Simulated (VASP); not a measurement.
# Al (Fm-3m) in VASP: further runs

Runs on Al. Level: PBE+D3(BJ). Tasks: single point.

Everything below comes from runs of VASP 6.6.1. Logs are shortened: lines on timing, memory, paths and dates and some standing lists are left out, and cuts for length are marked.

## Step 1: The cell of the first run

The structure is cubic, space group Fm-3m (No. 225). Conventional cell: a = 4.048 Å, b = 4.048 Å, c = 4.048 Å, α = 90.00°, β = 90.00°, γ = 90.00°. Within 3.8 Å of Al (site symmetry m-3m) lie 12 Al at 2.86 Å.

## Step 2: Single point, PBE+D3(BJ)

Input file INCAR:

```
PREC     = Accurate       # precision mode
ENCUT    = 520            # plane-wave cutoff, eV
EDIFF    = 1E-7           # SCF threshold, eV
ISMEAR   = -1             # smearing method
SIGMA    = 0.05           # smearing width, eV
LREAL    = Auto         
LASPH    = True           # aspherical terms in the spheres
NELM     = 80             # most SCF steps
ALGO     = Fast           # electronic algorithm
ISIF     = 2              # what is computed and relaxed
LWAVE    = False          # write WAVECAR
LCHARG   = True           # write CHGCAR
GGA      = PE             # functional
IVDW     = 12             # dispersion correction
LELF     = True           # ELF
LVHAR    = True         
NBANDS   = 38             # bands
```

Input file KPOINTS:

```
Automatic mesh
0
Gamma
  2 2 2
  0.5 0.5 0.5
```

Input file POSCAR:

```
Al
1.0
    4.0479600000      4.0479600000     -4.0479600000
   -4.0479600000     -4.0479600000     -4.0479600000
   -4.0479600000      4.0479600000      4.0479600000
Al
16
Direct
    0.2500000000      0.7500000000      0.0000000000
    0.5000000000      0.5000000000      0.0000000000
    0.7500000000      0.2500000000      0.0000000000
    0.7500000000      0.7500000000      0.5000000000
    0.0000000000      0.7500000000      0.2500000000
    0.2500000000      0.5000000000      0.2500000000
    0.5000000000      0.2500000000      0.2500000000
    0.7500000000      0.0000000000      0.2500000000
    0.0000000000      0.0000000000      0.0000000000
    0.5000000000      0.7500000000      0.7500000000
    0.7500000000      0.5000000000      0.7500000000
    0.0000000000      0.5000000000      0.5000000000
    0.2500000000      0.2500000000      0.5000000000
    0.5000000000      0.0000000000      0.5000000000
    0.0000000000      0.2500000000      0.7500000000
    0.2500000000      0.0000000000      0.7500000000
```

Potentials or basis: VASP PAW PBE potentials, release 64 (Al).

Command:

```bash
> cat potpaw_PBE.64/Al/POTCAR > POTCAR
> mpirun -np 1 vasp_std > vasp.out
```

OUTCAR:

```text
PREC = Accurate
   ENCUT = 520
   EDIFF = 1E-7
   ISMEAR = -1
   LREAL = Auto
   LASPH = True
   NELM = 80
   ISIF = 2
   GGA = PE
   IVDW = 12
 IVDW          = 12

 ion  position               nearest neighbor table
   1  0.250  0.750  0.000-   2 2.86   5 2.86   6 2.86   7 2.86   8 2.86   9 2.86  10 2.86  14 2.86
                            16 2.86  12 2.86  15 2.86  11 2.86
   2  0.500  0.500  0.000-   1 2.86   3 2.86   4 2.86   5 2.86   6 2.86   7 2.86   8 2.86  10 2.86
                            11 2.86  13 2.86  16 2.86  15 2.86
   3  0.750  0.250  0.000-   2 2.86   5 2.86   6 2.86   7 2.86   8 2.86   9 2.86  11 2.86  12 2.86
                            15 2.86  14 2.86  10 2.86  16 2.86
   4  0.750  0.750  0.500-   5 2.86   8 2.86   9 2.86  10 2.86  11 2.86  12 2.86  14 2.86  15 2.86
                            16 2.86   2 2.86   7 2.86   6 2.86
   5  0.000  0.750  0.250-   1 2.86   4 2.86   6 2.86   8 2.86   9 2.86  12 2.86  13 2.86  14 2.86
                            16 2.86  11 2.86   3 2.86   2 2.86
   6  0.250  0.500  0.250-   1 2.86   2 2.86   4 2.86   5 2.86   7 2.86  10 2.86  12 2.86  13 2.86
                            14 2.86  15 2.86   9 2.86   3 2.86
   7  0.500  0.250  0.250-   2 2.86   3 2.86   4 2.86   6 2.86   8 2.86  11 2.86  12 2.86  13 2.86
                            14 2.86  16 2.86   1 2.86   9 2.86
   8  0.750  0.000  0.250-   3 2.86   4 2.86   5 2.86   7 2.86   9 2.86  12 2.86  13 2.86  14 2.86
                            15 2.86  10 2.86   2 2.86   1 2.86
   9  0.000  0.000  0.000-   1 2.86   3 2.86   5 2.86   6 2.86   7 2.86   8 2.86  13 2.86  15 2.86
                            16 2.86   4 2.86  11 2.86  10 2.86
  10  0.500  0.750  0.750-   1 2.86   2 2.86   3 2.86   4 2.86   8 2.86   9 2.86  11 2.86  14 2.86
                            16 2.86   6 2.86  13 2.86  12 2.86
  11  0.750  0.500  0.750-   1 2.86   2 2.86   3 2.86   4 2.86   5 2.86   9 2.86  10 2.86  12 2.86
                            15 2.86   7 2.86  14 2.86  13 2.86
  12  0.000  0.500  0.500-   1 2.86   4 2.86   5 2.86   6 2.86  10 2.86  11 2.86  13 2.86  15 2.86
                            16 2.86   3 2.86   8 2.86   7 2.86
  13  0.250  0.250  0.500-   2 2.86   6 2.86   7 2.86  10 2.86  11 2.86  12 2.86  14 2.86  15 2.86
                            16 2.86   9 2.86   5 2.86   8 2.86
  14  0.500  0.000  0.500-   3 2.86   4 2.86   7 2.86   8 2.86  10 2.86  11 2.86  13 2.86  15 2.86
                            16 2.86   1 2.86   6 2.86   5 2.86
  15  0.000  0.250  0.750-   1 2.86   2 2.86   3 2.86   6 2.86   9 2.86  11 2.86  12 2.86  13 2.86
                            16 2.86   8 2.86   4 2.86  14 2.86
  16  0.250  0.000  0.750-   1 2.86   2 2.86   3 2.86   7 2.86   9 2.86  10 2.86  13 2.86  14 2.86
                            15 2.86   5 2.86  12 2.86   4 2.86

  LATTYP: Found a body centered cubic cell.
 ALAT       =     8.0959200000

  Lattice vectors:

 A1 = (   4.0479600000,   4.0479600000,  -4.0479600000)
 A2 = (  -4.0479600000,  -4.0479600000,  -4.0479600000)
 A3 = (  -4.0479600000,   4.0479600000,   4.0479600000)

Analysis of symmetry for initial positions (statically):
=====================================================================
 Subroutine PRICEL returns following result:

  LATTYP: Found a face centered cubic cell.
 ALAT       =     4.0479600000

  Lattice vectors:

 A1 = (  -2.0239800000,  -2.0239800000,   0.0000000000)
 A2 = (   0.0000000000,  -2.0239800000,   2.0239800000)
 A3 = (  -2.0239800000,   0.0000000000,   2.0239800000)

  16 primitive cells build up your supercell.

 Routine SETGRP: Setting up the symmetry group for a
 body centered cubic supercell.

 Subroutine GETGRP returns: Found 48 space group operations
 (whereof 48 operations were pure point group operations)
 out of a pool of 48 trial point group operations.

The static configuration has the point symmetry O_h .

Analysis of symmetry for dynamics (positions and initial velocities):
=====================================================================
 Subroutine PRICEL returns following result:

  LATTYP: Found a face centered cubic cell.
 ALAT       =     4.0479600000

  Lattice vectors:

 A1 = (  -2.0239800000,  -2.0239800000,   0.0000000000)
 A2 = (   0.0000000000,  -2.0239800000,   2.0239800000)
 A3 = (  -2.0239800000,   0.0000000000,   2.0239800000)

  16 primitive cells build up your supercell.

 Routine SETGRP: Setting up the symmetry group for a
 body centered cubic supercell.

 Subroutine GETGRP returns: Found 48 space group operations
 (whereof 48 operations were pure point group operations)
 out of a pool of 48 trial point group operations.

The dynamic configuration has the point symmetry O_h .

 Subroutine INISYM returns: Found 48 space group operations
 (whereof 48 operations are pure point group operations),
 and found    16 'primitive' translations

----------------------------------------------------------------------------------------

                                     Primitive cell

  volume of cell :      16.5824

  direct lattice vectors                    reciprocal lattice vectors
    -2.023980000 -2.023980000  0.000000000    -0.247038014 -0.247038014 -0.247038014
     0.000000000 -2.023980000  2.023980000     0.247038014 -0.247038014  0.247038014
    -2.023980000  0.000000000  2.023980000    -0.247038014  0.247038014  0.247038014

  length of vectors
     2.862339966  2.862339966  2.862339966     0.427882392  0.427882392  0.427882392

  position of ions in fractional coordinates (direct lattice)
     1.000000000  0.000000000  0.000000000

  ion indices of the primitive-cell ions
   primitive index   ion index
                 1           1

----------------------------------------------------------------------------------------

 KPOINTS: Automatic mesh

Automatic generation of k-mesh.
 Grid dimensions read from file:
 generate k-points for:    2    2    2

 Generating k-lattice:

  Cartesian coordinates                     Fractional coordinates (reciprocal lattice)
     0.000000000  0.061759504 -0.061759504     0.500000000  0.000000000  0.000000000
    -0.061759504  0.000000000 -0.061759504     0.000000000  0.500000000  0.000000000
    -0.061759504  0.061759504  0.000000000     0.000000000  0.000000000  0.500000000

  Length of vectors
     0.087341128  0.087341128  0.087341128

  Shift w.r.t. Gamma in fractional coordinates (k-lattice)
     0.500000000  0.500000000  0.500000000

 Subroutine IBZKPT returns following result:
 ===========================================

 Found      2 irreducible k-points:

 Following reciprocal coordinates:
            Coordinates               Weight
  0.250000  0.250000  0.250000      2.000000
 -0.250000  0.250000  0.250000      6.000000
   k-points           NKPTS =      2   k-points in BZ     NKDIM =      2   number of bands    NBANDS=     38
   number of dos      NEDOS =    301   number of ions     NIONS =     16
   total plane-waves  NPLWV = 157464
   dimension x,y,z NGX =    54 NGY =   54 NGZ =   54
   dimension x,y,z NGXF=   108 NGYF=  108 NGZF=  108
   ions per type =              16
   NGX,Y,Z   is equivalent  to a cutoff of  12.80, 12.80, 12.80 a.u.
   NGXF,Y,Z  is equivalent  to a cutoff of  25.61, 25.61, 25.61 a.u.
 SYSTEM =  unknown system
   PREC   = accura    normal or accurate (medium, high low for compatibility)
   ISTART =      0    job   : 0-new  1-cont  2-samecut
   ICHARG =      2    charge: 1-file 2-atom 10-const
   ISPIN  =      1    spin polarized calculation?
   LNONCOLLINEAR =      F non collinear calculations
   LSORBIT =      F    spin-orbit coupling
   LASPH  =      T    aspherical Exc in radial PAW
   ENCUT  =  520.0 eV  38.22 Ry    6.18 a.u.  13.04 13.04 13.04*2*pi/ulx,y,z
   NELM   =     80;   NELMIN=  2; NELMDL= -5     # of ELM steps
   EDIFF  = 0.1E-06   stopping-criterion for ELM
   LREAL  =      T    real-space projection
   EDIFFG = 0.1E-05   stopping-criterion for IOM
   NSW    =      0    number of steps for IOM
   IBRION =     -1    ionic relax: 0-MD 1-quasi-New 2-CG
   NFREE  =      0    steps in history (QN), initial steepest desc. (CG)
   ISIF   =      2    stress and relaxation
   ISYM   =      2    0-nonsym 1-usesym 2-fastsym
   POTIM  = 0.5000    time-step for ionic-motion
   TEBEG  =    0.0;   TEEND  =   0.0 temperature during run
   PSTRESS=    0.0 pullay stress
   NELECT =      48.0000    total number of electrons
   NUPDOWN=      -1.0000    fix difference up-down
   EMIN   =  10.00;   EMAX   =-10.00  energy-range for DOS
   EFERMI =   0.00;   METHOD = LEGACY
   ISMEAR =    -1;   SIGMA  =   0.05  broadening in eV -4-tet -1-fermi 0-gaus
   EFERMI_NEDOS =   21; number of points for ismear=-14 and -15
   IALGO  =     68    algorithm
   IMIX   =      4    mixing-type and parameters
     AMIX     =   0.40;   BMIX     =  1.00
     AMIX_MAG =   1.60;   BMIX_MAG =  1.00
  volume/ion in A,a.u.               =      16.58       111.90
  Fermi-wavevector in a.u.,A,eV,Ry     =   0.925903  1.749704 11.664236  0.857297
  Thomas-Fermi vector in A             =   2.051808
   LORBIT       =      0    0 simple, 1 ext, 2 COOP (PROOUT), +10 PAW based schemes
   GGA     = PE    functional components
   LHFCALC =     F    Hartree Fock is set to
   AEXX    =    0.0000 exact exchange contribution
   IVDW    =    12    specifies the selected vdW correction
   LEPSILON=     F    determine dielectric tensor
   LRPA    =     F    only Hartree local field effects (RPA)
 non-spin polarized calculation
 RMM-DIIS sequential band-by-band and
  energy-cutoff  :      520.00
  volume of cell :      265.32
 maximum number of plane-waves:      7164
 NGX is ok and might be reduce to    54
   NGX = 27   NGY = 27   NGZ = 27

 number of electron      48.0000001 magnetization

 Free energy of the ion-electron system (eV)
  ---------------------------------------------------
  ext. energy  EPLUGINS =         0.00000000
  ---------------------------------------------------
  free energy    TOTEN  =       -58.50124552 eV

  energy without entropy =      -58.36352523  energy(sigma->0) =      -58.43238537

 E-fermi :   7.5452     XC(G=0): -10.1793

 val. band max:        7.1934668220   @ k =   0.2500   0.2500   0.2500
 cond. band min:       7.6253108971   @ k =  -0.2500   0.2500   0.2500
 fundamental gap:      0.4318440751
 Fermi energy:         7.5451587862

 k-point     1 :       0.2500    0.2500    0.2500
  band No.  band energies     occupation
      1      -1.4694      2.00000
      2      -1.4694      2.00000
      3      -1.4694      2.00000
      4      -1.4694      2.00000
      5       2.9190      2.00000
      6       2.9190      2.00000
[... 28 lines left out ...]
     35      11.5913      0.00000
     36      11.5913      0.00000

 k-point     2 :      -0.2500    0.2500    0.2500
  band No.  band energies     occupation
      1      -2.5899      2.00000
      2      -0.3577      2.00000
      3      -0.3577      2.00000
      4      -0.3577      2.00000
      5      -0.3577      2.00000
      6       1.8336      2.00000
[... 28 lines left out ...]
     35      11.2080      0.00000
     36      11.7864      0.00000
 [bands above 36 left out]

------------------------ aborting loop because EDIFF is reached ----------------------------------------

 Edisp (eV)   -5.35340

 E8    (eV) :    -2.3937

  FORCE on cell =-STRESS in cart. coord.  units (eV):
  Direction    XX          YY          ZZ          XY          YZ          ZX
  --------------------------------------------------------------------------------------
  -------------------------------------------------------------------------------------
  Total      -3.69287    -3.69287    -3.69287     0.00000     0.00000     0.00000
  in kB     -22.30005   -22.30005   -22.30005     0.00000     0.00000     0.00000
  external pressure =      -22.30 kB  Pullay stress =        0.00 kB

 VOLUME and BASIS-vectors are now :
 -----------------------------------------------------------------------------
  energy-cutoff  :      520.00
  volume of cell :      265.32
      direct lattice vectors                 reciprocal lattice vectors
     4.047960000  4.047960000 -4.047960000     0.000000000  0.123519007 -0.123519007
    -4.047960000 -4.047960000 -4.047960000    -0.123519007  0.000000000 -0.123519007
    -4.047960000  4.047960000  4.047960000    -0.123519007  0.123519007  0.000000000

 POSITION                                       TOTAL-FORCE (eV/Angst)
 -----------------------------------------------------------------------------------
     -2.02398     -2.02398     -4.04796         0.000000     -0.000000     -0.000000
      0.00000      0.00000     -4.04796         0.000000     -0.000000      0.000000
      2.02398      2.02398     -4.04796        -0.000000      0.000000      0.000000
     -2.02398      2.02398     -4.04796         0.000000     -0.000000     -0.000000
     -4.04796     -2.02398     -2.02398        -0.000000     -0.000000     -0.000000
     -2.02398      0.00000     -2.02398        -0.000000     -0.000000     -0.000000
[... 8 lines left out ...]
     -4.04796      2.02398      2.02398         0.000000      0.000000      0.000000
     -2.02398      4.04796      2.02398        -0.000000     -0.000000     -0.000000
 -----------------------------------------------------------------------------------
    total drift:                               -0.000000      0.000000      0.000000

  FREE ENERGIE OF THE ION-ELECTRON SYSTEM (eV)
  ---------------------------------------------------
  free  energy   TOTEN  =       -63.8546475452 eV

  energy  without entropy=      -63.7169272597  energy(sigma->0) =      -63.78578740
```

It took 27 s on 1 thread of Intel Xeon 6975P-C (Granite Rapids), shared host; peak memory 0.34 GiB.

What came out:

```yaml
Free_energy: -63.8546 eV
Pressure: -2.2 GPa
Band_gap_on_the_k_mesh: zero (band 24 reaches 7.63 eV, above the bottom of band 25 at 7.19 eV)
Dispersion_energy_per_atom: -0.335 eV
```

Levels at points of the mesh, in eV from the Fermi level:
```tsv
k point	band 22	band 23	band 24	band 25	band 26	band 27	band 28	band 29
(0.25, 0.25, 0.25)	-0.35	-0.35	-0.35	-0.35	-0.35	-0.35	-0.35	3.83
```

Caveat: the k points lie up to 0.55 Å⁻¹ apart; pairwise dispersion overbinds metals, which lowers pressure and volume.

## Step 3: Single point, PBE+D3(BJ)

Input file INCAR:

```
SYSTEM = Al
PREC = Accurate ; ENCUT = 520
EDIFF = 1E-6 ; ISMEAR = 0
SIGMA = 0.1 ; LREAL = Auto
LASPH = .True. ; NELM = 60
ALGO = Normal ; ISIF = 2
LWAVE = .False. ; LCHARG = .False.
GGA = PE ; IVDW = 12
ISYM = 0 ; NBANDS = 38
```

KPOINTS is that of step 2.

POSCAR is that of step 2.

Potentials or basis: VASP PAW PBE potentials, release 64 (Al).

Command:

```bash
> cat potpaw_PBE.64/Al/POTCAR > POTCAR
> mpirun -np 1 vasp_std > vasp.out
```

Run time: 30 s. Hardware: 1 thread of Intel Xeon 6975P-C (Granite Rapids), shared host; peak memory 0.34 GiB.

Results (log left out):

```yaml
Free_energy: -63.8252 eV
Pressure: -2.2 GPa
Band_gap_on_the_k_mesh: zero (band 24 reaches 7.63 eV, above the bottom of band 25 at 7.19 eV)
Dispersion_energy_per_atom: -0.335 eV
```

Levels at points of the mesh, in eV from the Fermi level:
| k point | band 20 | band 21 | band 22 | band 23 | band 24 | band 25 |
| --- | --- | --- | --- | --- | --- | --- |
| (0.25, 0.25, 0.25) | -0.36 | -0.36 | -0.36 | -0.36 | -0.36 | -0.36 |

Caveat: the k points lie up to 0.55 Å⁻¹ apart; pairwise dispersion overbinds metals, which lowers pressure and volume.
